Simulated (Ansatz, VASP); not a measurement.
## GaAs in VASP and in Ansatz

The input INCAR:

```
SYSTEM = GaAs
  ALGO = Normal
  EDIFF = 1E-7
  ENCUT = 520
  GGA = PE
  ISIF = 2
  ISMEAR = 0
  LASPH = .TRUE.
  LCHARG = .FALSE.
  LREAL = .FALSE.
  LWAVE = .FALSE.
  NBANDS = 16
  NELM = 100
  PREC = Accurate
  SIGMA = 0.05
```

The input KPOINTS:

```
k-points
0
G
  10 10 10
  0 0 0
```

POSCAR

```
GaAs
1.0
    0.0000000000      2.8268500000      2.7137760000
    2.8268500000      0.0000000000      2.7137760000
    2.8268500000      2.8268500000      0.0000000000
Ga As
1 1
Direct
    0.0000000000      0.0000000000      0.0000000000
    0.7500000000      0.7500000000      0.7500000000
```

Input for Ansatz:

```yaml
crystal:
  lattice:
    - [0.0, 2.82685, 2.713776]
    - [2.82685, 0.0, 2.713776]
    - [2.82685, 2.82685, 0.0]
  atoms:
    - { symbol: Ga, position: [0.0, 0.0, 0.0] }
    - { symbol: As, position: [0.75, 0.75, 0.75] }
basis:
  ecutwfc: 420
kpoints:
  mp_grid: { grid: [10, 10, 10] }
hamiltonian:
  xc: pbe
scf:
  occupations: { method: gaussian, width: 0.05 }
output:
  forces: true
  stress: true
  eigenvalues: true
  write_density: true
  write_potential: true
  elf: true
  volumetric_format: npy
```

Change from the starting cell: strain -0.0400 x Voigt [0, 0, 1, 0, 0, 0], atoms carried along.

Alike in both runs: task single point; functional PBE; k mesh 10 × 10 × 10; occupations gaussian, width 0.05 eV; no spin polarisation.

|  | VASP | Ansatz |
| --- | --- | --- |
| version | VASP 6.6.1 | Ansatz 0.2.0 |
| potentials or method | VASP PAW PBE potentials, release 64 (Ga_d, As), cutoff 520 eV | scalar-relativistic, plane waves, PAW |
| valence electrons in the cell | 18 | 28 |

|  | VASP | Ansatz | Ansatz less VASP |
| --- | --- | --- | --- |
| gap on the k mesh at the Fermi level (eV) | 0.67 | 0.66 | -0.007 |
| least direct gap on the mesh (eV) | 0.67 | 0.66 | -0.007 |
| pressure (GPa) | 6.9 | 6.6 | -0.22 |
| traceless stress, the component that is largest in VASP (GPa) | 1.46 | 1.47 | +0.005 |

The functional is the same, so the differences come from potentials, cutoffs and numerics. VASP's potentials hold 18 valence electrons a cell and Ansatz's 28, so a difference there can come from the potentials and not from the codes.
